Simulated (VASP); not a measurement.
# TiSi16 (a cell with a defect) in VASP: notebook

The runs below take TiSi16 (a cell with a defect) through single point, with PBE.

Everything below comes from runs of VASP 6.6.1. Logs are shortened: lines on timing, memory, paths and dates and some standing lists are left out, and cuts for length are marked.

### 1 The cell of the first run

The cell holds a defect, 17 atoms: a = 7.679 Å, b = 7.679 Å, c = 7.679 Å, α = 60.00°, β = 60.00°, γ = 60.00°.

### 2 Single point, PBE

INCAR

```
PREC = Accurate ; ENCUT = 520
EDIFF = 1E-6 ; ISMEAR = 0
SIGMA = 0.05 ; LREAL = Auto
LASPH = T ; NELM = 60
ALGO = Normal ; ISIF = 2
LWAVE = F ; LCHARG = F
GGA = PE ; NBANDS = 52
```

KPOINTS

```
regular mesh
0
Gamma
  2 2 2
```

POSCAR

```
TiSi16
1.0
    0.0000000000      5.4300000000      5.4300000000
    5.4300000000      0.0000000000      5.4300000000
    5.4300000000      5.4300000000      0.0000000000
Si Ti
16 1
Direct
   -0.0089193370     -0.0023784530     -0.0013406998
    0.1129957643      0.1298230203      0.1279885820
   -0.0093453959     -0.0011746777      0.5117446593
    0.1285854512      0.1206523020      0.6253112339
   -0.0086810313      0.5131213628     -0.0016769797
    0.1294642726      0.6248732965      0.1211856354
    0.0258312155      0.4913584715      0.4917610497
    0.1289293738      0.6256262431      0.6250901473
    0.4743277164      0.0096936464      0.0071094843
    0.6116586556      0.1200441068      0.1232420810
    0.5025973297     -0.0154741252      0.5058325046
    0.6098258748      0.1231056169      0.6436393186
    0.5038307551      0.5056136280     -0.0142799263
    0.6123244015      0.6458011971      0.1223763352
    0.5030010129      0.5073439227      0.5053621547
    0.6544316759      0.6152079190      0.6155640884
    0.7305206262      0.2570130755      0.2559791897
```

Potentials or basis: VASP PAW PBE potentials, release 64 (Si, Ti_sv).

The run is started by

```
$ cat potpaw_PBE.64/Si/POTCAR potpaw_PBE.64/Ti_sv/POTCAR > POTCAR
$ mpirun -np 1 vasp_std > vasp.out
```

OUTCAR:

```text
PREC = Accurate
   ENCUT = 520
   EDIFF = 1E-6
   ISMEAR = 0
   LREAL = Auto
   LASPH = T
   NELM = 60
   ISIF = 2
   GGA = PE

 ion  position               nearest neighbor table
   1  0.991  0.998  0.999-   6 2.34   4 2.34  10 2.38   2 2.40  17 2.81
   2  0.113  0.130  0.128-   9 2.27  17 2.40   5 2.40   1 2.40   3 2.41
   3  0.991  0.999  0.512-   8 2.34   4 2.34  12 2.39   2 2.41  17 2.80
   4  0.129  0.121  0.625-   7 2.33   3 2.34   1 2.34  11 2.35
   5  0.991  0.513  0.998-   6 2.34   8 2.34  14 2.38   2 2.40  17 2.81
   6  0.129  0.625  0.121-   7 2.33   1 2.34   5 2.34  13 2.35
   7  0.026  0.491  0.492-   6 2.33   8 2.33   4 2.33  16 2.33
   8  0.129  0.626  0.625-   7 2.33   3 2.34   5 2.34  15 2.35
   9  0.474  0.010  0.007-   2 2.27  12 2.28  10 2.28  14 2.28
  10  0.612  0.120  0.123-   9 2.28   1 2.38  11 2.40  13 2.42  17 2.44
  11  0.503  0.985  0.506-  16 2.32   4 2.35  10 2.40  12 2.41  17 2.72
  12  0.610  0.123  0.644-   9 2.28   3 2.39  11 2.41  15 2.41  17 2.43
  13  0.504  0.506  0.986-  16 2.33   6 2.35  14 2.42  10 2.42  17 2.70
  14  0.612  0.646  0.122-   9 2.28   5 2.38  15 2.40  13 2.42  17 2.44
  15  0.503  0.507  0.505-  16 2.32   8 2.35  14 2.40  12 2.41  17 2.72
  16  0.654  0.615  0.616-  11 2.32  15 2.32  13 2.33   7 2.33
  17  0.731  0.257  0.256-   2 2.40  12 2.43  10 2.44  14 2.44  13 2.70  15 2.72  11 2.72   3 2.80
                             1 2.81   5 2.81

  LATTYP: Found a face centered cubic cell.
 ALAT       =    10.8600000000

  Lattice vectors:

 A1 = (   0.0000000000,   5.4300000000,   5.4300000000)
 A2 = (   5.4300000000,   0.0000000000,   5.4300000000)
 A3 = (   5.4300000000,   5.4300000000,   0.0000000000)

Analysis of symmetry for initial positions (statically):
=====================================================================
 Subroutine PRICEL returns:
 Original cell was already a primitive cell.

 Routine SETGRP: Setting up the symmetry group for a
 face centered cubic supercell.

 Subroutine GETGRP returns: Found  1 space group operations
 (whereof  1 operations were pure point group operations)
 out of a pool of 48 trial point group operations.

The static configuration has the point symmetry C_1 .

Analysis of symmetry for dynamics (positions and initial velocities):
=====================================================================
 Subroutine PRICEL returns:
 Original cell was already a primitive cell.

 Routine SETGRP: Setting up the symmetry group for a
 face centered cubic supercell.

 Subroutine GETGRP returns: Found  1 space group operations
[... 123 lines left out ...]
   ISYM   =      2    0-nonsym 1-usesym 2-fastsym
   POTIM  = 0.5000    time-step for ionic-motion
   TEBEG  =    0.0;   TEEND  =   0.0 temperature during run
   PSTRESS=    0.0 pullay stress
   NELECT =      76.0000    total number of electrons
   NUPDOWN=      -1.0000    fix difference up-down
   EMIN   =  10.00;   EMAX   =-10.00  energy-range for DOS
   EFERMI =   0.00;   METHOD = LEGACY
   ISMEAR =     0;   SIGMA  =   0.05  broadening in eV -4-tet -1-fermi 0-gaus
   EFERMI_NEDOS =   21; number of points for ismear=-14 and -15
   IALGO  =     38    algorithm
   IMIX   =      4    mixing-type and parameters
     AMIX     =   0.40;   BMIX     =  1.00
     AMIX_MAG =   1.60;   BMIX_MAG =  1.00
  volume/ion in A,a.u.               =      18.84       127.11
  Fermi-wavevector in a.u.,A,eV,Ry     =   1.013607  1.915439 13.978610  1.027399
  Thomas-Fermi vector in A             =   2.146786
   LORBIT       =      0    0 simple, 1 ext, 2 COOP (PROOUT), +10 PAW based schemes
   GGA     = PE    functional components
   LHFCALC =     F    Hartree Fock is set to
   AEXX    =    0.0000 exact exchange contribution
   IVDW    =     0    specifies the selected vdW correction
   LEPSILON=     F    determine dielectric tensor
   LRPA    =     F    only Hartree local field effects (RPA)
 non-spin polarized calculation
 Gauss-broadening in eV      SIGMA  =   0.05
  energy-cutoff  :      520.00
  volume of cell :      320.21
 maximum number of plane-waves:      8646
 NGX is ok and might be reduce to    60
   NGX = 29   NGY = 29   NGZ = 29

 number of electron      76.0000001 magnetization

 Free energy of the ion-electron system (eV)
  ---------------------------------------------------
  ext. energy  EPLUGINS =         0.00000000
  ---------------------------------------------------
  free energy    TOTEN  =       -92.15160481 eV

  energy without entropy =      -92.12486360  energy(sigma->0) =      -92.13823420

 E-fermi :   6.8988     XC(G=0):  -9.7553

 val. band max:        6.8935257868   @ k =   0.0000   0.0000   0.5000
 cond. band min:       6.9014787960   @ k =   0.5000   0.5000   0.0000
 fundamental gap:      0.0079530092
 Fermi energy:         6.8988246242

 k-point     1 :       0.0000    0.0000    0.0000
  band No.  band energies     occupation
      1     -49.8663      2.00000
      2     -26.2485      2.00000
      3     -26.2367      2.00000
      4     -26.2324      2.00000
      5      -5.7145      2.00000
      6      -3.5144      2.00000
[... 413 lines left out ...]
     49       9.8602      0.00000
     50      10.5217      0.00000
 [bands above 50 left out]

------------------------ aborting loop because EDIFF is reached ----------------------------------------

  FORCE on cell =-STRESS in cart. coord.  units (eV):
  Direction    XX          YY          ZZ          XY          YZ          ZX
  --------------------------------------------------------------------------------------
  -------------------------------------------------------------------------------------
  Total        7.6767586      7.8028537      7.6263215      0.1063350     -0.1051219      0.0904445
  in kB       38.4112979     39.0422254     38.1589317      0.5320560     -0.5259860      0.4525464
  external PRESSURE =      38.5374850 kB  Pullay stress =       0.0000000 kB

 VOLUME and BASIS-vectors are now :
 -----------------------------------------------------------------------------
  energy-cutoff  :      520.00
  volume of cell :      320.21
      direct lattice vectors                 reciprocal lattice vectors
     0.000000000  5.430000000  5.430000000    -0.092081031  0.092081031  0.092081031
     5.430000000  0.000000000  5.430000000     0.092081031 -0.092081031  0.092081031
     5.430000000  5.430000000  0.000000000     0.092081031  0.092081031 -0.092081031

 POSITION                                       TOTAL-FORCE (eV/Angst)
 -----------------------------------------------------------------------------------
     10.83981     10.80429     10.79865         0.007714      0.020241      0.017835
      1.39992      1.30855      1.31851        -0.086539      0.075010      0.087643
      8.20240      8.15803     10.80288        -0.017518     -0.007421      0.018937
      4.05058      4.09366      1.35336         0.037437     -0.035445     -0.009010
      8.20714     10.80376      8.16911        -0.016648      0.021259     -0.005403
      4.05110      1.36103      4.09605         0.037243     -0.001463     -0.036769
[... 9 lines left out ...]
      6.68309      6.89608      6.89414         0.069921     -0.062412     -0.072031
      2.78555      5.35669      5.36231        -0.115492      0.111151      0.111579
 -----------------------------------------------------------------------------------
    total drift:                                0.000275     -0.003195     -0.008261

  FREE ENERGIE OF THE ION-ELECTRON SYSTEM (eV)
  ---------------------------------------------------
  free  energy   TOTEN  =       -92.1516048067 eV

  energy  without entropy=      -92.1248635954  energy(sigma->0) =      -92.13823420
```

Run time: 3.8 min. Hardware: 1 thread of Intel Xeon Platinum 8259CL at 2.50GHz (Skylake/Cascade Lake), shared host; peak memory 0.5 GiB.

What came out:

```yaml
Free_energy: -92.1516 eV
Pressure: 3.9 GPa
Largest_force: 0.195 eV/Å
Band_gap_on_the_k_mesh: zero (bands 38 and 39 overlap by 0.35 eV)
```

Forces on the atoms (eV/Å):
```
Si   0.008  0.020  0.018
Si  -0.087  0.075  0.088
Si  -0.018 -0.007  0.019
Si   0.037 -0.035 -0.009
Si  -0.017  0.021 -0.005
Si   0.037 -0.001 -0.037
Si   0.075 -0.074 -0.078
Si   0.008 -0.037 -0.039
Si  -0.072  0.073  0.071
Si   0.040  0.015  0.023
Si   0.041 -0.039  0.009
Si  -0.020 -0.051  0.024
Si   0.041  0.015 -0.041
Si  -0.018  0.014 -0.041
Si  -0.011 -0.039 -0.042
Si   0.070 -0.062 -0.072
Ti  -0.115  0.111  0.112
```

Caveat: the k points lie up to 0.50 Å⁻¹ apart.

### 3 Single point, PBE

INCAR

```
SYSTEM = TiSi16
ALGO = Normal ; EDIFF = 1E-6
ENCUT = 520 ; GGA = PE
ISIF = 2 ; ISMEAR = 0
LASPH = .True. ; LCHARG = .False.
LREAL = Auto ; LWAVE = .False.
NBANDS = 52 ; NELM = 80
PREC = Accurate ; SIGMA = 0.05
```

KPOINTS

```
k-points
0
Gamma
  2 2 2
  0 0 0
```

POSCAR

```
TiSi16
1.0
    0.0000000000      5.4300000000      5.4300000000
    5.4300000000      0.0000000000      5.4300000000
    5.4300000000      5.4300000000      0.0000000000
Si Ti
16 1
Direct
   -0.0143188766     -0.0013636280     -0.0015382136
    0.0847081952      0.1385654696      0.1383632597
   -0.0150002762     -0.0011790976      0.5174846225
    0.1343267035      0.1150130755      0.6251963168
   -0.0138944751      0.5172616943     -0.0017090239
    0.1351701657      0.6254974217      0.1141373849
    0.0457251381      0.4852063536      0.4843805709
    0.1347976980      0.6256511050      0.6250807551
    0.4500570902      0.0164290976      0.0172049724
    0.6085146409      0.1181514733      0.1187365562
    0.5075222836     -0.0238119705      0.5082261510
    0.6074384899      0.1186160221      0.6553195212
    0.5085160221      0.5080727440     -0.0242362799
    0.6092021179      0.6547975138      0.1182759669
    0.5080503683      0.5083214549      0.5080652855
    0.6725313996      0.6096065378      0.6089848066
    0.6910139042      0.2696437385      0.2700137201
```

Potentials or basis: VASP PAW PBE potentials, release 64 (Si, Ti_sv).

The run is started by

```
$ cat potpaw_PBE.64/Si/POTCAR potpaw_PBE.64/Ti_sv/POTCAR > POTCAR
$ mpirun -np 1 vasp_std > vasp.out
```

Run time: 3.8 min. Hardware: 1 thread of Intel Xeon Platinum 8259CL at 2.50GHz (Skylake/Cascade Lake), shared host; peak memory 0.5 GiB.

The run converged. Its results:

* Free energy: -91.7708 eV
* Pressure: 3.8 GPa
* Largest force: 1.653 eV/Å
* Band gap on the k mesh: zero (bands 38 and 39 overlap by 0.33 eV)

Forces on the atoms (eV/Å):
```
Si   0.026 -0.071 -0.069
Si  -0.162  0.163  0.162
Si   0.073 -0.023 -0.072
Si   0.082 -0.079 -0.037
Si   0.072 -0.071 -0.025
Si   0.082 -0.035 -0.081
Si   0.113 -0.112 -0.113
Si   0.038 -0.080 -0.082
Si  -0.059  0.053  0.061
Si   0.323 -0.046 -0.044
Si   0.111 -0.108  0.041
Si   0.041 -0.320 -0.039
Si   0.112  0.037 -0.114
Si   0.048 -0.047 -0.322
Si  -0.042 -0.111 -0.115
Si   0.103 -0.102 -0.104
Ti  -0.961  0.949  0.953
```

Stress tensor (GPa, compression positive):
```
 3.77  0.31  0.31
 0.31  3.80 -0.31
 0.31 -0.31  3.75
```

Levels at points of the mesh, in eV from the Fermi level:
```tsv
k point	band 34	band 35	band 36	band 37	band 38	band 39	band 40	band 41	band 42	band 43
(0.00, 0.00, 0.00)	-1.08	-1.08	-0.89	-0.62	-0.32	-0.31	-0.01	0.00	0.17	0.75
(0.50, 0.00, 0.00)	-1.98	-1.36	-1.36	-0.37	-0.17	-0.17	0.65	0.65	0.83	1.22
(0.00, 0.50, 0.00)	-1.82	-1.36	-1.33	-0.16	0.00	0.18	0.40	0.58	0.75	1.12
(0.00, 0.00, 0.50)	-1.82	-1.36	-1.33	-0.16	-0.01	0.18	0.40	0.58	0.75	1.12
(0.50, 0.50, 0.50)	-1.82	-1.36	-1.33	-0.16	-0.01	0.18	0.40	0.58	0.75	1.12
(0.50, 0.50, 0.00)	-2.02	-1.94	-1.80	-0.47	0.01	0.44	0.78	1.09	1.24	1.33
(0.00, 0.50, 0.50)	-2.02	-1.94	-1.80	-0.47	0.01	0.44	0.79	1.09	1.24	1.33
(0.50, 0.00, 0.50)	-2.02	-1.94	-1.80	-0.47	0.01	0.44	0.79	1.09	1.23	1.33
```

Caveat: the k points lie up to 0.50 Å⁻¹ apart.

(Part 1 of 2 ends here.)

The gap in the log of VASP goes by the Fermi energy; the results here count the filled bands.